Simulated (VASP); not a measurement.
# SiO2 (P4_2/mnm) in VASP: single point with r2SCAN

Aim: the single point of SiO2 with r2SCAN.

Everything below comes from runs of VASP 6.6.1. Logs are shortened: lines on timing, memory, paths and dates and some standing lists are left out, and cuts for length are marked.

## (1) The cell of the first run

The structure is tetragonal, space group P4_2/mnm (No. 136). Conventional cell: a = 4.174 Å, b = 4.174 Å, c = 2.659 Å, α = 90.00°, β = 90.00°, γ = 90.00°. Si (site symmetry mmm) has 6 O at 1.76 to 1.80 Å within 2.3 Å. O (site symmetry m2m) has 3 Si at 1.76 to 1.80 Å and 1 O at 2.29 Å within 2.3 Å.

## (2) Single point, r2SCAN

Input file POSCAR:

```
SiO2
1.0
    4.1737098400      0.0000000000      0.0000000000
    0.0000000000      4.1737098400      0.0000000000
    0.0000000000      0.0000000000      2.6591486600
Si O
2 4
Direct
    0.0000000000      0.0000000000      0.0000000000
    0.5000000000      0.5000000000      0.5000000000
    0.3057000000      0.3057000000      0.0000000000
    0.1943000000      0.8057000000      0.5000000000
    0.6943000000      0.6943000000      0.0000000000
    0.8057000000      0.1943000000      0.5000000000
```

Input file INCAR.step1:

```
SYSTEM = SiO2
ALGO = Normal ; EDIFF = 1E-4
ENCUT = 520 ; GGA = PE
ISMEAR = -1 ; LASPH = .TRUE.
LCHARG = .FALSE. ; LREAL = .FALSE.
LWAVE = .TRUE. ; NBANDS = 25
NELM = 100 ; PREC = Accurate
SIGMA = 0.1
```

Input file INCAR.step2:

```
SYSTEM = SiO2
ALGO = Normal ; EDIFF = 1E-6
ENCUT = 520 ; ISIF = 2
ISMEAR = -1 ; ISTART = 1
LASPH = .TRUE. ; LCHARG = .FALSE.
LMIXTAU = .TRUE. ; LREAL = .FALSE.
LWAVE = .FALSE. ; METAGGA = R2SCAN
NBANDS = 25 ; NELM = 100
PREC = Accurate ; SIGMA = 0.1
```

Input file KPOINTS:

```
k-points
0
G
  6 6 10
  0 0 0
```

Potentials or basis: VASP PAW PBE potentials, release 64 (Si, O).

The run is started by

```
$ cat potpaw_PBE.64/Si/POTCAR potpaw_PBE.64/O/POTCAR > POTCAR
$ cp INCAR.step1 INCAR
$ mpirun -np 1 vasp_std > vasp.out
$ cp INCAR.step2 INCAR
$ mpirun -np 1 vasp_std > vasp.out
```

OUTCAR:

```text
SYSTEM = SiO2
   EDIFF = 1E-6
   ENCUT = 520
   ISIF = 2
   ISMEAR = -1
   ISTART = 1
   LASPH = .TRUE.
   LREAL = .FALSE.
   METAGGA = R2SCAN
   NELM = 100
   PREC = Accurate

 ion  position               nearest neighbor table
   1  0.000  0.000  0.000-   4 1.76   6 1.76   4 1.76   6 1.76   5 1.80   3 1.80
   2  0.500  0.500  0.500-   3 1.76   5 1.76   3 1.76   5 1.76   4 1.80   6 1.80
   3  0.306  0.306  0.000-   2 1.76   2 1.76   1 1.80
   4  0.194  0.806  0.500-   1 1.76   1 1.76   2 1.80
   5  0.694  0.694  0.000-   2 1.76   2 1.76   1 1.80
   6  0.806  0.194  0.500-   1 1.76   1 1.76   2 1.80

  LATTYP: Found a simple tetragonal cell.
 ALAT       =     4.1737098400
 C/A-ratio  =     0.6371187174

  Lattice vectors:

 A1 = (   4.1737098400,   0.0000000000,   0.0000000000)
 A2 = (   0.0000000000,   4.1737098400,   0.0000000000)
 A3 = (   0.0000000000,   0.0000000000,   2.6591486600)

Analysis of symmetry for initial positions (statically):
=====================================================================
 Subroutine PRICEL returns:
 Original cell was already a primitive cell.

 Routine SETGRP: Setting up the symmetry group for a
 simple tetragonal supercell.

 Subroutine GETGRP returns: Found 16 space group operations
 (whereof  8 operations were pure point group operations)
 out of a pool of 16 trial point group operations.

The static configuration has the point symmetry D_2h.
 The point group associated with its full space group is D_4h.

Analysis of symmetry for dynamics (positions and initial velocities):
=====================================================================
 Subroutine PRICEL returns:
 Original cell was already a primitive cell.

 Routine SETGRP: Setting up the symmetry group for a
 simple tetragonal supercell.

 Subroutine GETGRP returns: Found 16 space group operations
 (whereof  8 operations were pure point group operations)
 out of a pool of 16 trial point group operations.

The dynamic configuration has the point symmetry D_2h.
 The point group associated with its full space group is D_4h.

 Subroutine INISYM returns: Found 16 space group operations
 (whereof  8 operations are pure point group operations),
 and found     1 'primitive' translations

----------------------------------------------------------------------------------------

                                     Primitive cell

  volume of cell :      46.3220

  direct lattice vectors                    reciprocal lattice vectors
     4.173709840  0.000000000  0.000000000     0.239594998  0.000000000  0.000000000
     0.000000000  4.173709840  0.000000000     0.000000000  0.239594998  0.000000000
     0.000000000  0.000000000  2.659148660     0.000000000  0.000000000  0.376060209

  length of vectors
     4.173709840  4.173709840  2.659148660     0.239594998  0.239594998  0.376060209

  position of ions in fractional coordinates (direct lattice)
     0.000000000  0.000000000  0.000000000
     0.500000000  0.500000000  0.500000000
     0.305700000  0.305700000  0.000000000
     0.194300000  0.805700000  0.500000000
     0.694300000  0.694300000  0.000000000
     0.805700000  0.194300000  0.500000000

  ion indices of the primitive-cell ions
   primitive index   ion index
                 1           1
                 2           2
                 3           3
                 4           4
                 5           5
                 6           6

----------------------------------------------------------------------------------------

 KPOINTS: k-points

Automatic generation of k-mesh.
 Grid dimensions read from file:
 generate k-points for:    6    6   10

 Generating k-lattice:

  Cartesian coordinates                     Fractional coordinates (reciprocal lattice)
     0.039932500  0.000000000  0.000000000     0.166666667  0.000000000  0.000000000
     0.000000000  0.039932500  0.000000000     0.000000000  0.166666667  0.000000000
     0.000000000  0.000000000  0.037606021     0.000000000  0.000000000  0.100000000

  Length of vectors
     0.039932500  0.039932500  0.037606021

  Shift w.r.t. Gamma in fractional coordinates (k-lattice)
     0.000000000  0.000000000  0.000000000

 Subroutine IBZKPT returns following result:
 ===========================================

 Found     60 irreducible k-points:

 Following reciprocal coordinates:
            Coordinates               Weight
  0.000000  0.000000  0.000000      1.000000
  0.166667  0.000000  0.000000      4.000000
  0.333333  0.000000  0.000000      4.000000
  0.500000  0.000000  0.000000      2.000000
  0.166667  0.166667  0.000000      4.000000
  0.333333  0.166667  0.000000      8.000000
[... 16 lines left out ...]
  0.333333  0.000000  0.200000      8.000000
  0.500000  0.000000  0.200000      4.000000
 [... further k-points ...]
   k-points           NKPTS =     60   k-points in BZ     NKDIM =     60   number of bands    NBANDS=     25
   number of dos      NEDOS =    301   number of ions     NIONS =      6
   total plane-waves  NPLWV =  20480
   dimension x,y,z NGX =    32 NGY =   32 NGZ =   20
   dimension x,y,z NGXF=    64 NGYF=   64 NGZF=   40
   ions per type =               2   4
   NGX,Y,Z   is equivalent  to a cutoff of  12.75, 12.75, 12.50 a.u.
   NGXF,Y,Z  is equivalent  to a cutoff of  25.49, 25.49, 25.01 a.u.
 SYSTEM =  SiO2
   PREC   = accura    normal or accurate (medium, high low for compatibility)
   ISTART =      1    job   : 0-new  1-cont  2-samecut
   ICHARG =      0    charge: 1-file 2-atom 10-const
   ISPIN  =      1    spin polarized calculation?
   LNONCOLLINEAR =      F non collinear calculations
   LSORBIT =      F    spin-orbit coupling
   LASPH  =      T    aspherical Exc in radial PAW
   ENCUT  =  520.0 eV  38.22 Ry    6.18 a.u.   7.76  7.76  4.94*2*pi/ulx,y,z
   NELM   =    100;   NELMIN=  2; NELMDL=  0     # of ELM steps
   EDIFF  = 0.1E-05   stopping-criterion for ELM
   LREAL  =      F    real-space projection
   EDIFFG = 0.1E-04   stopping-criterion for IOM
   NSW    =      0    number of steps for IOM
   IBRION =     -1    ionic relax: 0-MD 1-quasi-New 2-CG
   NFREE  =      0    steps in history (QN), initial steepest desc. (CG)
   ISIF   =      2    stress and relaxation
   ISYM   =      2    0-nonsym 1-usesym 2-fastsym
   POTIM  = 0.5000    time-step for ionic-motion
   TEBEG  =    0.0;   TEEND  =   0.0 temperature during run
   PSTRESS=    0.0 pullay stress
   NELECT =      32.0000    total number of electrons
   NUPDOWN=      -1.0000    fix difference up-down
   EMIN   =  10.00;   EMAX   =-10.00  energy-range for DOS
   EFERMI =   0.00;   METHOD = LEGACY
   ISMEAR =    -1;   SIGMA  =   0.10  broadening in eV -4-tet -1-fermi 0-gaus
   EFERMI_NEDOS =   21; number of points for ismear=-14 and -15
   IALGO  =     38    algorithm
   IMIX   =      4    mixing-type and parameters
     AMIX     =   0.40;   BMIX     =  1.00
     AMIX_MAG =   1.60;   BMIX_MAG =  1.00
  volume/ion in A,a.u.               =       7.72        52.10
  Fermi-wavevector in a.u.,A,eV,Ry     =   1.447202  2.734815 28.495950  2.094393
  Thomas-Fermi vector in A             =   2.565184
   LORBIT       =      0    0 simple, 1 ext, 2 COOP (PROOUT), +10 PAW based schemes
   METAGGA = R2SCAN    functional components
   LHFCALC =     F    Hartree Fock is set to
   AEXX    =    0.0000 exact exchange contribution
   IVDW    =     0    specifies the selected vdW correction
   LEPSILON=     F    determine dielectric tensor
   LRPA    =     F    only Hartree local field effects (RPA)
 non-spin polarized calculation
  energy-cutoff  :      520.00
  volume of cell :       46.32
 maximum number of plane-waves:      1266
 NGX is ok and might be reduce to    32
   NGX = 15   NGY = 15   NGZ =  9

 number of electron      31.9999976 magnetization

 Free energy of the ion-electron system (eV)
  ---------------------------------------------------
  ext. energy  EPLUGINS =         0.00000000
  ---------------------------------------------------
  free energy    TOTEN  =       -58.77935013 eV

  energy without entropy =      -58.77935013  energy(sigma->0) =      -58.77935013

 E-fermi :   9.8033     XC(G=0): -12.9168

 val. band max:        7.9190209236   @ k =   0.0000   0.0000   0.0000
 cond. band min:      14.5861277858   @ k =   0.0000   0.0000   0.0000
 fundamental gap:      6.6671068621
 Fermi energy:         9.8033249667

 k-point     1 :       0.0000    0.0000    0.0000
  band No.  band energies     occupation
      1     -15.7116      2.00000
      2     -12.0910      2.00000
      3     -12.0910      2.00000
      4     -11.8053      2.00000
      5      -3.1988      2.00000
      6       1.3423      2.00000
[... 17 lines left out ...]
     24      23.5807      0.00000
     25      25.0110      0.00000

 k-point     2 :       0.1667    0.0000    0.0000
  band No.  band energies     occupation
      1     -15.5637      2.00000
      2     -12.7222      2.00000
      3     -12.0174      2.00000
      4     -11.4857      2.00000
      5      -2.9915      2.00000
      6       0.5903      2.00000
[... 17 lines left out ...]
     24      22.9329      0.00000
     25      24.8201      0.00000

 k-point     3 :       0.3333    0.0000    0.0000
  band No.  band energies     occupation
      1     -15.1318      2.00000
      2     -13.6081      2.00000
      3     -11.8200      2.00000
      4     -11.4075      2.00000
      5      -2.4276      2.00000
      6      -0.5527      2.00000
[... 17 lines left out ...]
     24      23.0668      0.00000
     25      24.1371      0.00000

 k-point     4 :       0.5000    0.0000    0.0000
  band No.  band energies     occupation
      1     -14.4546      2.00000
      2     -14.4546      2.00000
      3     -11.5731      2.00000
      4     -11.5731      2.00000
      5      -1.5947      2.00000
      6      -1.5947      2.00000
[... 17 lines left out ...]
     24      22.7342      0.00000
     25      24.1372      0.00000
[... 477 lines left out ...]
 k-point    22 :       0.1667    0.0000    0.2000
  band No.  band energies     occupation
      1     -15.0420      2.00000
      2     -12.4550      2.00000
      3     -11.7799      2.00000
      4     -11.4515      2.00000
      5      -2.7259      2.00000
      6       0.8015      2.00000
[... 17 lines left out ...]
     24      23.0638      0.00000
     25      23.2293      0.00000

 k-point    23 :       0.3333    0.0000    0.2000
  band No.  band energies     occupation
      1     -14.6372      2.00000
      2     -13.2388      2.00000
      3     -11.6339      2.00000
      4     -11.3621      2.00000
      5      -2.0532      2.00000
      6      -0.2010      2.00000
[... 17 lines left out ...]
     24      21.9964      0.00000
     25      23.3506      0.00000

 k-point    24 :       0.5000    0.0000    0.2000
  band No.  band energies     occupation
      1     -14.0092      2.00000
      2     -14.0092      2.00000
      3     -11.4616      2.00000
      4     -11.4616      2.00000
      5      -1.1743      2.00000
      6      -1.1743      2.00000
[... 17 lines left out ...]
     24      21.6822      0.00000
     25      23.2077      0.00000

 [... further k-points ...]
[... 5 lines left out ...]
  --------------------------------------------------------------------------------------
  -------------------------------------------------------------------------------------
  Total        0.7452494      0.7452494      1.4267954      0.0000000      0.0000000      0.0000000
  in kB       25.7765697     25.7765697     49.3497741      0.0000000      0.0000000      0.0000000
  external PRESSURE =      33.6343045 kB  Pullay stress =       0.0000000 kB

 VOLUME and BASIS-vectors are now :
 -----------------------------------------------------------------------------
  energy-cutoff  :      520.00
  volume of cell :       46.32
      direct lattice vectors                 reciprocal lattice vectors
     4.173709840  0.000000000  0.000000000     0.239594998  0.000000000  0.000000000
     0.000000000  4.173709840  0.000000000     0.000000000  0.239594998  0.000000000
     0.000000000  0.000000000  2.659148660     0.000000000  0.000000000  0.376060209

 POSITION                                       TOTAL-FORCE (eV/Angst)
 -----------------------------------------------------------------------------------
      0.00000      0.00000      0.00000         0.000000      0.000000      0.000000
      2.08685      2.08685      1.32957         0.000000      0.000000      0.000000
      1.27590      1.27590      0.00000         0.000609      0.000609     -0.000000
      0.81095      3.36276      1.32957        -0.000609      0.000609     -0.000000
      2.89781      2.89781      0.00000        -0.000609     -0.000609      0.000000
      3.36276      0.81095      1.32957         0.000609     -0.000609      0.000000
 -----------------------------------------------------------------------------------
    total drift:                                0.000000      0.000000      0.000000

  FREE ENERGIE OF THE ION-ELECTRON SYSTEM (eV)
  ---------------------------------------------------
  free  energy   TOTEN  =       -58.7793501273 eV

  energy  without entropy=      -58.7793501270  energy(sigma->0) =      -58.77935013
```

Wall time 92 s (1 thread of Intel Xeon Platinum 8375C at 2.90GHz (Ice Lake), shared host); peak memory 0.19 GiB.

Results:

| Quantity | Value |
| --- | --- |
| Free energy | -58.7794 eV |
| Pressure | 3.4 GPa |
| Band gap on the k mesh | 6.67 eV, direct |

Caveat: the PAW data sets were made with another functional, which shifts forces and pressure a little. r2SCAN opens gaps a little over a GGA but as a rule still falls short of measured ones.
